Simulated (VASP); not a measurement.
# NiPt (P4/mmm) in VASP: notebook

Runs on NiPt. Level: LDA. Tasks: single point.

All numbers are computed with VASP 6.6.1; they aren't measurements. Logs are shortened: lines on timing, memory, paths and dates and some standing lists are left out, and cuts for length are marked.

### Step 1. The cell of the first run

It takes space group P4/mmm (No. 123, tetragonal). The conventional cell has a = 2.710 Å, b = 2.710 Å, c = 3.578 Å, α = 90.00°, β = 90.00°, γ = 90.00°. Ni (site symmetry 4/mmm) has 8 Pt at 2.62 Å and 6 Ni at 2.71 to 3.58 Å within 3.6 Å. Within 3.6 Å of Pt (site symmetry 4/mmm) lie 8 Ni at 2.62 Å and 6 Pt at 2.71 to 3.58 Å.

### Step 2. Single point, LDA, collinear spin, ferromagnetic start

File INCAR:

```
ALGO = Normal ; EDIFF = 1E-6
ENCUT = 520 ; ISIF = 2
ISMEAR = -1 ; ISPIN = 2
LASPH = True ; LCHARG = False
LMAXMIX = 4 ; LORBIT = 11
LREAL = False ; LWAVE = False
MAGMOM = 1.5 0.6 ; NBANDS = 21
NELM = 150 ; PREC = Accurate
SIGMA = 0.1
```

File KPOINTS:

```
k-points
0
Gamma
  11 11 8
```

File POSCAR:

```
NiPt
1.0
    2.7099397941      0.0000000000      0.0000000000
    0.0000000000      2.7099397941      0.0000000000
    0.0000000000      0.0000000000      3.5783200000
Ni Pt
1 1
Direct
    0.5000000000      0.5000000000      0.5000000000
    0.0000000000      0.0000000000      0.0000000000
```

Potentials or basis: VASP PAW LDA potentials, release 64 (Ni, Pt).

Launch:

```sh
$ cat potpaw_LDA.64/Ni/POTCAR potpaw_LDA.64/Pt/POTCAR > POTCAR
$ mpirun -np 1 vasp_std > vasp.out
```

OUTCAR:

```text
EDIFF = 1E-6
   ENCUT = 520
   ISIF = 2
   ISMEAR = -1
   ISPIN = 2
   LASPH = True
   LORBIT = 11
   LREAL = False
   NELM = 150
   PREC = Accurate

 ion  position               nearest neighbor table
   1  0.500  0.500  0.500-   2 2.62   2 2.62   2 2.62   2 2.62   2 2.62   2 2.62   2 2.62   2 2.62

   2  0.000  0.000  0.000-   1 2.62   1 2.62   1 2.62   1 2.62   1 2.62   1 2.62   1 2.62   1 2.62

  LATTYP: Found a simple tetragonal cell.
 ALAT       =     2.7099397941
 C/A-ratio  =     1.3204426193

  Lattice vectors:

 A1 = (   2.7099397941,   0.0000000000,   0.0000000000)
 A2 = (   0.0000000000,   2.7099397941,   0.0000000000)
 A3 = (   0.0000000000,   0.0000000000,   3.5783200000)

Analysis of symmetry for initial positions (statically):
=====================================================================
 Subroutine PRICEL returns:
 Original cell was already a primitive cell.

 Routine SETGRP: Setting up the symmetry group for a
 simple tetragonal supercell.

 Subroutine GETGRP returns: Found 16 space group operations
 (whereof 16 operations were pure point group operations)
 out of a pool of 16 trial point group operations.

The static configuration has the point symmetry D_4h.

Analysis of symmetry for dynamics (positions and initial velocities):
=====================================================================
 Subroutine PRICEL returns:
 Original cell was already a primitive cell.

 Routine SETGRP: Setting up the symmetry group for a
 simple tetragonal supercell.

 Subroutine GETGRP returns: Found 16 space group operations
 (whereof 16 operations were pure point group operations)
 out of a pool of 16 trial point group operations.

The dynamic configuration has the point symmetry D_4h.

Analysis of structural, dynamic, and magnetic symmetry:
=====================================================================
 Subroutine PRICEL returns:
 Original cell was already a primitive cell.

 Routine SETGRP: Setting up the symmetry group for a
 simple tetragonal supercell.

 Subroutine GETGRP returns: Found 16 space group operations
 (whereof 16 operations were pure point group operations)
 out of a pool of 16 trial point group operations.

The overall configuration has the point symmetry D_4h.

 Subroutine INISYM returns: Found 16 space group operations
 (whereof 16 operations are pure point group operations),
 and found     1 'primitive' translations

----------------------------------------------------------------------------------------

                                     Primitive cell

  volume of cell :      26.2784

  direct lattice vectors                    reciprocal lattice vectors
     2.709939794  0.000000000  0.000000000     0.369011888  0.000000000  0.000000000
     0.000000000  2.709939794  0.000000000     0.000000000  0.369011888  0.000000000
     0.000000000  0.000000000  3.578320000     0.000000000  0.000000000  0.279460753

  length of vectors
     2.709939794  2.709939794  3.578320000     0.369011888  0.369011888  0.279460753

  position of ions in fractional coordinates (direct lattice)
     0.500000000  0.500000000  0.500000000
     0.000000000  0.000000000  0.000000000

  ion indices of the primitive-cell ions
   primitive index   ion index
                 1           1
                 2           2

----------------------------------------------------------------------------------------

 KPOINTS: k-points

Automatic generation of k-mesh.
 Grid dimensions read from file:
 generate k-points for:   11   11    8

 Generating k-lattice:

  Cartesian coordinates                     Fractional coordinates (reciprocal lattice)
     0.033546535  0.000000000  0.000000000     0.090909091  0.000000000  0.000000000
     0.000000000  0.033546535  0.000000000     0.000000000  0.090909091  0.000000000
     0.000000000  0.000000000  0.034932594     0.000000000  0.000000000  0.125000000

  Length of vectors
     0.033546535  0.033546535  0.034932594

  Shift w.r.t. Gamma in fractional coordinates (k-lattice)
     0.000000000  0.000000000  0.000000000

 Subroutine IBZKPT returns following result:
 ===========================================

 Found    105 irreducible k-points:

 Following reciprocal coordinates:
            Coordinates               Weight
  0.000000  0.000000  0.000000      1.000000
  0.090909  0.000000  0.000000      4.000000
  0.181818  0.000000  0.000000      4.000000
  0.272727  0.000000  0.000000      4.000000
  0.363636  0.000000  0.000000      4.000000
  0.454545  0.000000  0.000000      4.000000
[... 16 lines left out ...]
  0.090909  0.000000  0.125000      8.000000
  0.181818  0.000000  0.125000      8.000000
 [... further k-points ...]
   k-points           NKPTS =    105   k-points in BZ     NKDIM =    105   number of bands    NBANDS=     21
   number of dos      NEDOS =    301   number of ions     NIONS =      2
   total plane-waves  NPLWV =  11200
   dimension x,y,z NGX =    20 NGY =   20 NGZ =   28
   dimension x,y,z NGXF=    40 NGYF=   40 NGZF=   56
   ions per type =               1   1
   NGX,Y,Z   is equivalent  to a cutoff of  12.27, 12.27, 13.01 a.u.
   NGXF,Y,Z  is equivalent  to a cutoff of  24.54, 24.54, 26.02 a.u.
 SYSTEM =  unknown system
   PREC   = accura    normal or accurate (medium, high low for compatibility)
   ISTART =      0    job   : 0-new  1-cont  2-samecut
   ICHARG =      2    charge: 1-file 2-atom 10-const
   ISPIN  =      2    spin polarized calculation?
   LNONCOLLINEAR =      F non collinear calculations
   LSORBIT =      F    spin-orbit coupling
   LASPH  =      T    aspherical Exc in radial PAW
   ENCUT  =  520.0 eV  38.22 Ry    6.18 a.u.   5.04  5.04  6.65*2*pi/ulx,y,z
   NELM   =    150;   NELMIN=  2; NELMDL= -5     # of ELM steps
   EDIFF  = 0.1E-05   stopping-criterion for ELM
   LREAL  =      F    real-space projection
[... 7 lines left out ...]
   TEBEG  =    0.0;   TEEND  =   0.0 temperature during run
   PSTRESS=    0.0 pullay stress
   NELECT =      20.0000    total number of electrons
   NUPDOWN=      -1.0000    fix difference up-down
   EMIN   =  10.00;   EMAX   =-10.00  energy-range for DOS
   EFERMI =   0.00;   METHOD = LEGACY
   ISMEAR =    -1;   SIGMA  =   0.10  broadening in eV -4-tet -1-fermi 0-gaus
   EFERMI_NEDOS =   21; number of points for ismear=-14 and -15
   IALGO  =     38    algorithm
   IMIX   =      4    mixing-type and parameters
     AMIX     =   0.40;   BMIX     =  1.00
     AMIX_MAG =   1.60;   BMIX_MAG =  1.00
  volume/ion in A,a.u.               =      13.14        88.67
  Fermi-wavevector in a.u.,A,eV,Ry     =   1.494693  2.824560 30.396875  2.234107
  Thomas-Fermi vector in A             =   2.606933
   LORBIT       =     11    0 simple, 1 ext, 2 COOP (PROOUT), +10 PAW based schemes
   GGA     = CA    functional components
   LHFCALC =     F    Hartree Fock is set to
   AEXX    =    0.0000 exact exchange contribution
   IVDW    =     0    specifies the selected vdW correction
   LEPSILON=     F    determine dielectric tensor
   LRPA    =     F    only Hartree local field effects (RPA)
 spin polarized calculation
  energy-cutoff  :      520.00
  volume of cell :       26.28
 maximum number of plane-waves:       724
   NGX = 11   NGY = 11   NGZ = 13

 number of electron      20.0000010 magnetization       0.3135832

 Free energy of the ion-electron system (eV)
  ---------------------------------------------------
  ext. energy  EPLUGINS =         0.00000000
  ---------------------------------------------------
  free energy    TOTEN  =       -14.25446802 eV

  energy without entropy =      -14.13165873  energy(sigma->0) =      -14.19306337

 E-fermi :  10.0255     XC(G=0): -13.5767

 val. band max:       10.0238802093   @ k =   0.2727   0.2727   0.1250
 cond. band min:      10.0298611130   @ k =   0.2727   0.0000   0.3750
 fundamental gap:      0.0059809037
 Fermi energy:        10.0254586759

 spin component 1

 k-point     1 :       0.0000    0.0000    0.0000
  band No.  band energies     occupation
      1       0.3981      1.00000
      2       4.0048      1.00000
      3       4.0866      1.00000
      4       7.1368      1.00000
      5       7.1368      1.00000
      6       8.0964      1.00000
[... 13 lines left out ...]
     20      32.2102      0.00000
     21      34.1037      0.00000

 k-point     2 :       0.0909    0.0000    0.0000
  band No.  band energies     occupation
      1       0.6148      1.00000
      2       4.1127      1.00000
      3       4.2432      1.00000
      4       7.0223      1.00000
      5       7.1998      1.00000
      6       8.1400      1.00000
[... 520 lines left out ...]
 k-point    24 :       0.1818    0.0000    0.1250
  band No.  band energies     occupation
      1       1.4184      1.00000
      2       4.3929      1.00000
      3       4.8393      1.00000
      4       6.6844      1.00000
      5       7.3653      1.00000
      6       8.1901      1.00000
[... 13 lines left out ...]
     20      34.3934      0.00000
     21      34.5130      0.00000

 [... further k-points ...]

 spin component 2

 k-point     1 :       0.0000    0.0000    0.0000
  band No.  band energies     occupation
      1       0.4162      1.00000
      2       4.0571      1.00000
      3       4.1384      1.00000
      4       7.2642      1.00000
      5       7.2642      1.00000
      6       8.2654      1.00000
[... 13 lines left out ...]
     20      32.2241      0.00000
     21      34.1222      0.00000

 k-point     2 :       0.0909    0.0000    0.0000
  band No.  band energies     occupation
      1       0.6329      1.00000
      2       4.1649      1.00000
      3       4.2957      1.00000
      4       7.1399      1.00000
      5       7.3276      1.00000
      6       8.3088      1.00000
[... 520 lines left out ...]
 k-point    24 :       0.1818    0.0000    0.1250
  band No.  band energies     occupation
      1       1.4373      1.00000
      2       4.4440      1.00000
      3       4.8929      1.00000
      4       6.7708      1.00000
      5       7.4922      1.00000
      6       8.3586      1.00000
[... 13 lines left out ...]
     20      34.4205      0.00000
     21      34.5462      0.00000

 [... further k-points ...]

------------------------ aborting loop because EDIFF is reached ----------------------------------------

  FORCE on cell =-STRESS in cart. coord.  units (eV):
  Direction    XX          YY          ZZ          XY          YZ          ZX
  --------------------------------------------------------------------------------------
  -------------------------------------------------------------------------------------
  Total       -2.0871800     -2.0871800     -1.9410710      0.0000000      0.0000000     -0.0000000
  in kB     -127.2541705   -127.2541705   -118.3459861      0.0000000      0.0000000     -0.0000000
  external PRESSURE =    -124.2847757 kB  Pullay stress =       0.0000000 kB

 VOLUME and BASIS-vectors are now :
 -----------------------------------------------------------------------------
  energy-cutoff  :      520.00
  volume of cell :       26.28
      direct lattice vectors                 reciprocal lattice vectors
     2.709939794  0.000000000  0.000000000     0.369011888  0.000000000  0.000000000
     0.000000000  2.709939794  0.000000000     0.000000000  0.369011888  0.000000000
     0.000000000  0.000000000  3.578320000     0.000000000  0.000000000  0.279460753

 POSITION                                       TOTAL-FORCE (eV/Angst)
 -----------------------------------------------------------------------------------
      1.35497      1.35497      1.78916         0.000000      0.000000      0.000000
      0.00000      0.00000      0.00000         0.000000      0.000000      0.000000
 -----------------------------------------------------------------------------------
    total drift:                               -0.000000      0.000000      0.000000

  FREE ENERGIE OF THE ION-ELECTRON SYSTEM (eV)
  ---------------------------------------------------
  free  energy   TOTEN  =       -14.2544680179 eV

  energy  without entropy=      -14.1316587309  energy(sigma->0) =      -14.19306337

 total charge

# of ion       s       p       d       tot
------------------------------------------
    1        0.439   0.462   8.342   9.243
    2        0.701   0.633   8.035   9.369
--------------------------------------------------
tot          1.140   1.096  16.377  18.612

 magnetization (x)

# of ion       s       p       d       tot
------------------------------------------
    1       -0.001  -0.002   0.224   0.222
    2       -0.001  -0.005   0.098   0.092
--------------------------------------------------
tot         -0.002  -0.007   0.323   0.314
```

Wall time 1.9 min (1 thread of Intel Xeon Platinum 8259CL at 2.50GHz (Skylake/Cascade Lake), shared host); peak memory 0.2 GiB.

Results:

```yaml
Free_energy: -14.2545 eV
Pressure: -12.4 GPa
Net_moment: 0.31 μB per cell
Site_moments: Ni +0.22; Pt +0.09 μB
Valence_electrons_inside_the_program's_atomic_spheres: Ni 9.24; Pt 9.37
```

Stress tensor (GPa, compression positive):
```
-12.73   0.00   0.00
  0.00 -12.73   0.00
  0.00   0.00 -11.83
```

Caveat: the cell stands under tension; spin-orbit coupling is left out, which moves the levels of the heavy elements.

(Part 1 of 2 ends here.)
